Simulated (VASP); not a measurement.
# MgS (Fm-3m) in VASP: further runs

The runs below take MgS through relaxation of cell and atoms, with LDA.

All numbers are computed with VASP 6.6.1; they aren't measurements. Logs are shortened: lines on timing, memory, paths and dates and some standing lists are left out, and cuts for length are marked.

### Step 1. The cell of the first run

The structure is cubic, space group Fm-3m (No. 225). The conventional cell has a = 5.128 Å, b = 5.128 Å, c = 5.128 Å, α = 90.00°, β = 90.00°, γ = 90.00°. Mg (site symmetry m-3m) has 6 S at 2.56 Å within 3.4 Å. S (site symmetry m-3m) has 6 Mg at 2.56 Å within 3.4 Å.

### Step 2. Relaxation of cell and atoms, LDA, target pressure 4 GPa, at which the enthalpy is minimised

Contents of INCAR:

```
SYSTEM = MgS
PREC     = Accurate       ! precision mode
ENCUT    = 600            ! plane-wave cutoff, eV
EDIFF    = 1E-6           ! SCF threshold, eV
ISMEAR   = 0              ! smearing method
SIGMA    = 0.01           ! smearing width, eV
LREAL    = .False.        ! projectors in reciprocal space
LASPH    = .True.         ! aspherical terms in the spheres
NELM     = 100            ! most SCF steps
ALGO     = Normal         ! electronic algorithm
ISIF     = 3              ! what is computed and relaxed
LWAVE    = .False.        ! write WAVECAR
LCHARG   = .False.        ! write CHGCAR
IBRION   = 2              ! ionic algorithm
NSW      = 100            ! ionic steps
EDIFFG   = -0.002         ! ionic threshold
PSTRESS  = 40.0
```

Contents of KPOINTS:

```
Automatic mesh
0
Gamma
  8 8 8
  0 0 0
```

Contents of POSCAR:

```
MgS
1.0
    0.0000000000      2.5641819422      2.5641819422
    2.5641819422      0.0000000000      2.5641819422
    2.5641819422      2.5641819422      0.0000000000
Mg S
1 1
Direct
    0.0000000000      0.0000000000      0.0000000000
    0.5000000000      0.5000000000      0.5000000000
```

Potentials or basis: VASP PAW LDA potentials, release 64 (Mg, S).

Started as:

```
$ cat potpaw_LDA.64/Mg/POTCAR potpaw_LDA.64/S/POTCAR > POTCAR
$ mpirun -np 1 vasp_std > vasp.out
```

OUTCAR:

```text
SYSTEM = MgS
   PREC = Accurate
   ENCUT = 600
   EDIFF = 1E-6
   ISMEAR = 0
   LREAL = .False.
   LASPH = .True.
   NELM = 100
   ISIF = 3
   IBRION = 2
   NSW = 100
   EDIFFG = -0.002
   PSTRESS = 40.0

 ion  position               nearest neighbor table
   1  0.000  0.000  0.000-   2 2.56   2 2.56   2 2.56   2 2.56   2 2.56   2 2.56
   2  0.500  0.500  0.500-   1 2.56   1 2.56   1 2.56   1 2.56   1 2.56   1 2.56

  LATTYP: Found a face centered cubic cell.
 ALAT       =     5.1283638844

  Lattice vectors:

 A1 = (   0.0000000000,   2.5641819422,   2.5641819422)
 A2 = (   2.5641819422,   0.0000000000,   2.5641819422)
 A3 = (   2.5641819422,   2.5641819422,   0.0000000000)

Analysis of symmetry for initial positions (statically):
=====================================================================
 Subroutine PRICEL returns:
 Original cell was already a primitive cell.

 Routine SETGRP: Setting up the symmetry group for a
 face centered cubic supercell.

 Subroutine GETGRP returns: Found 48 space group operations
 (whereof 48 operations were pure point group operations)
 out of a pool of 48 trial point group operations.

The static configuration has the point symmetry O_h .

Analysis of symmetry for dynamics (positions and initial velocities):
=====================================================================
 Subroutine PRICEL returns:
 Original cell was already a primitive cell.

 Routine SETGRP: Setting up the symmetry group for a
 face centered cubic supercell.

 Subroutine GETGRP returns: Found 48 space group operations
 (whereof 48 operations were pure point group operations)
 out of a pool of 48 trial point group operations.

The dynamic configuration has the point symmetry O_h .

 Subroutine INISYM returns: Found 48 space group operations
 (whereof 48 operations are pure point group operations),
 and found     1 'primitive' translations

----------------------------------------------------------------------------------------

                                     Primitive cell

  volume of cell :      33.7191

  direct lattice vectors                    reciprocal lattice vectors
     0.000000000  2.564181942  2.564181942    -0.194993963  0.194993963  0.194993963
     2.564181942  0.000000000  2.564181942     0.194993963 -0.194993963  0.194993963
     2.564181942  2.564181942  0.000000000     0.194993963  0.194993963 -0.194993963

  length of vectors
     3.626300879  3.626300879  3.626300879     0.337739452  0.337739452  0.337739452

  position of ions in fractional coordinates (direct lattice)
     0.000000000  0.000000000  0.000000000
     0.500000000  0.500000000  0.500000000

  ion indices of the primitive-cell ions
   primitive index   ion index
                 1           1
                 2           2

----------------------------------------------------------------------------------------

 KPOINTS: Automatic mesh

Automatic generation of k-mesh.
 Grid dimensions read from file:
 generate k-points for:    8    8    8

 Generating k-lattice:

  Cartesian coordinates                     Fractional coordinates (reciprocal lattice)
    -0.024374245  0.024374245  0.024374245     0.125000000  0.000000000  0.000000000
     0.024374245 -0.024374245  0.024374245     0.000000000  0.125000000  0.000000000
     0.024374245  0.024374245 -0.024374245     0.000000000  0.000000000  0.125000000

  Length of vectors
     0.042217431  0.042217431  0.042217431

  Shift w.r.t. Gamma in fractional coordinates (k-lattice)
     0.000000000  0.000000000  0.000000000

 Subroutine IBZKPT returns following result:
 ===========================================

 Found     29 irreducible k-points:

 Following reciprocal coordinates:
            Coordinates               Weight
  0.000000  0.000000  0.000000      1.000000
  0.125000  0.000000  0.000000      8.000000
  0.250000  0.000000  0.000000      8.000000
  0.375000  0.000000  0.000000      8.000000
  0.500000  0.000000  0.000000      4.000000
  0.125000  0.125000  0.000000      6.000000
[... 16 lines left out ...]
  0.500000  0.250000  0.125000     48.000000
 -0.375000  0.250000  0.125000     24.000000
 [... further k-points ...]
   k-points           NKPTS =     29   k-points in BZ     NKDIM =     29   number of bands    NBANDS=      8
   number of dos      NEDOS =    301   number of ions     NIONS =      2
   total plane-waves  NPLWV =  27000
   dimension x,y,z NGX =    30 NGY =   30 NGZ =   30
   dimension x,y,z NGXF=    60 NGYF=   60 NGZF=   60
   ions per type =               1   1
   NGX,Y,Z   is equivalent  to a cutoff of  13.75, 13.75, 13.75 a.u.
   NGXF,Y,Z  is equivalent  to a cutoff of  27.51, 27.51, 27.51 a.u.
 SYSTEM =  MgS
   PREC   = accura    normal or accurate (medium, high low for compatibility)
   ISTART =      0    job   : 0-new  1-cont  2-samecut
   ICHARG =      2    charge: 1-file 2-atom 10-const
   ISPIN  =      1    spin polarized calculation?
   LNONCOLLINEAR =      F non collinear calculations
   LSORBIT =      F    spin-orbit coupling
   LASPH  =      T    aspherical Exc in radial PAW
   ENCUT  =  600.0 eV  44.10 Ry    6.64 a.u.   7.24  7.24  7.24*2*pi/ulx,y,z
   NELM   =    100;   NELMIN=  2; NELMDL= -5     # of ELM steps
   EDIFF  = 0.1E-05   stopping-criterion for ELM
   LREAL  =      F    real-space projection
   EDIFFG = -.2E-02   stopping-criterion for IOM
   NSW    =    100    number of steps for IOM
   IBRION =      2    ionic relax: 0-MD 1-quasi-New 2-CG
   NFREE  =      1    steps in history (QN), initial steepest desc. (CG)
   ISIF   =      3    stress and relaxation
   ISYM   =      2    0-nonsym 1-usesym 2-fastsym
   POTIM  = 0.5000    time-step for ionic-motion
   TEBEG  =    0.0;   TEEND  =   0.0 temperature during run
   PSTRESS=   40.0 pullay stress
   NELECT =       8.0000    total number of electrons
   NUPDOWN=      -1.0000    fix difference up-down
   EMIN   =  10.00;   EMAX   =-10.00  energy-range for DOS
   EFERMI =   0.00;   METHOD = LEGACY
   ISMEAR =     0;   SIGMA  =   0.01  broadening in eV -4-tet -1-fermi 0-gaus
   EFERMI_NEDOS =   21; number of points for ismear=-14 and -15
   IALGO  =     38    algorithm
   IMIX   =      4    mixing-type and parameters
     AMIX     =   0.40;   BMIX     =  1.00
     AMIX_MAG =   1.60;   BMIX_MAG =  1.00
  volume/ion in A,a.u.               =      16.86       113.77
  Fermi-wavevector in a.u.,A,eV,Ry     =   1.013474  1.915188 13.974949  1.027130
  Thomas-Fermi vector in A             =   2.146645
   LORBIT       =      0    0 simple, 1 ext, 2 COOP (PROOUT), +10 PAW based schemes
   GGA     = CA    functional components
   LHFCALC =     F    Hartree Fock is set to
   AEXX    =    0.0000 exact exchange contribution
   IVDW    =     0    specifies the selected vdW correction
   LEPSILON=     F    determine dielectric tensor
   LRPA    =     F    only Hartree local field effects (RPA)
 conjugate gradient relaxation of ions
 non-spin polarized calculation
 Gauss-broadening in eV      SIGMA  =   0.01
  energy-cutoff  :      600.00
  volume of cell :       33.72
 maximum number of plane-waves:      1158
 NGX is ok and might be reduce to    30
   NGX = 15   NGY = 15   NGZ = 15

--------------------------------------- Ionic step        1  -------------------------------------------

 number of electron       8.0000001 magnetization

 Free energy of the ion-electron system (eV)
  ---------------------------------------------------
  ext. energy  EPLUGINS =         0.00000000
  ---------------------------------------------------
  free energy    TOTEN  =        -9.59249374 eV

  energy without entropy =       -9.59249374  energy(sigma->0) =       -9.59249374

------------------------ aborting loop because EDIFF is reached ----------------------------------------

  FORCE on cell =-STRESS in cart. coord.  units (eV):
  Direction    XX          YY          ZZ          XY          YZ          ZX
  --------------------------------------------------------------------------------------
  -------------------------------------------------------------------------------------
  Total       -0.1116099     -0.1116099     -0.1116099     -0.0000000      0.0000000     -0.0000000
  in kB       -5.3031856     -5.3031856     -5.3031856     -0.0000000      0.0000000     -0.0000000
  external PRESSURE =     -45.3031856 kB  Pullay stress =      40.0000000 kB
[... 61 lines left out ...]
  enthalpy is  TOTEN    =        -8.7700548409 eV   P V=        0.7850762980

--------------------------------------- Ionic step        3  -------------------------------------------

 number of electron       8.0000000 magnetization

 Free energy of the ion-electron system (eV)
  ---------------------------------------------------
  ext. energy  EPLUGINS =         0.00000000
  ---------------------------------------------------
  free energy    TOTEN  =        -9.57588604 eV

  energy without entropy =       -9.57588604  energy(sigma->0) =       -9.57588604

 E-fermi :   4.5657     XC(G=0): -10.3744

 val. band max:        4.4585417018   @ k =   0.0000   0.0000   0.0000
 cond. band min:       7.2100077093   @ k =   0.5000   0.5000   0.0000
 fundamental gap:      2.7514660075
 Fermi energy:         4.5656863755

 k-point     1 :       0.0000    0.0000    0.0000
  band No.  band energies     occupation
      1      -8.7476      2.00000
      2       4.4585      2.00000
      3       4.4585      2.00000
      4       4.4585      2.00000
      5       8.7227      0.00000
      6      12.2177      0.00000
      7      12.2177      0.00000
      8      12.2177      0.00000
[... 243 lines left out ...]
 k-point    24 :      -0.3750    0.2500    0.1250
  band No.  band energies     occupation
      1      -6.9191      2.00000
      2      -0.3964      2.00000
      3       1.9921      2.00000
      4       3.1089      2.00000
      5      10.0584      0.00000
      6      10.5993      0.00000
      7      13.0138      0.00000
      8      14.1914      0.00000

 [... further k-points ...]

------------------------ aborting loop because EDIFF is reached ----------------------------------------

  FORCE on cell =-STRESS in cart. coord.  units (eV):
  Direction    XX          YY          ZZ          XY          YZ          ZX
  --------------------------------------------------------------------------------------
  -------------------------------------------------------------------------------------
  Total        0.7998019      0.7998019      0.7998019      0.0000000      0.0000000     -0.0000000
  in kB       39.9174550     39.9174550     39.9174550      0.0000000      0.0000000     -0.0000000
  external PRESSURE =      -0.0825450 kB  Pullay stress =      40.0000000 kB
[... 17 lines left out ...]
  FREE ENERGIE OF THE ION-ELECTRON SYSTEM (eV)
  ---------------------------------------------------
  free  energy   TOTEN  =        -9.5758860354 eV

  energy  without entropy=       -9.5758860354  energy(sigma->0) =       -9.57588604

  enthalpy is  TOTEN    =        -8.7744302716 eV   P V=        0.8014557637

 reached required accuracy - stopping structural energy minimisation
```

It took 18 s on 1 thread of AMD EPYC 7R43 (Zen 3), shared host; peak memory 0.12 GiB.

What came out:

| Quantity | Value |
| --- | --- |
| Free energy | -9.5759 eV |
| Relaxed volume | 16.05 Å³/atom |
| Relaxed cell | a = 3.567 Å, b = 3.567 Å, c = 3.567 Å, α = 60.00°, β = 60.00°, γ = 60.00° |
| Space group after relaxing (to 0.05 Å) | Fm-3m (No. 225) |
| Energy change on relaxing (the enthalpy is what falls) | +8.3 meV/atom |
| Ionic steps | 3 |
| Pressure after relaxing | 4.0 GPa |
| Band gap on the k mesh | 2.75 eV, indirect (least direct gap 4.26 eV) |

Step by step:
```
step  energy change (eV)  largest force (eV/Å)  pressure (GPa)  volume (Å³)
   1              0.0000                0.0000           -0.53        33.72
   2              0.0374                0.0000            6.19        31.45
   3              0.0166                0.0000            3.99        32.10
```

Final structure:
```
Mg S
1.0
     0.00000    2.52251    2.52251
     2.52251    0.00000    2.52251
     2.52251    2.52251    0.00000
Mg S
1 1
Direct
  0.00000 0.00000 0.00000
  0.50000 0.50000 0.50000
```

Levels at points of the mesh, in eV from the valence-band top:
```tsv
k point	band 2	band 3	band 4	band 5	band 6	band 7
(0.00, 0.00, 0.00)	0.00	0.00	0.00	4.26	7.76	7.76
(0.50, 0.00, 0.00)	-5.42	-0.71	-0.71	4.51	6.84	6.84
(0.50, 0.50, 0.00)	-4.76	-1.93	-1.93	2.75	3.94	12.73
```

Caveat: the cell is relaxed towards a set pressure, so the enthalpy falls and the energy may rise.

(Continued in part 2 of 2.)
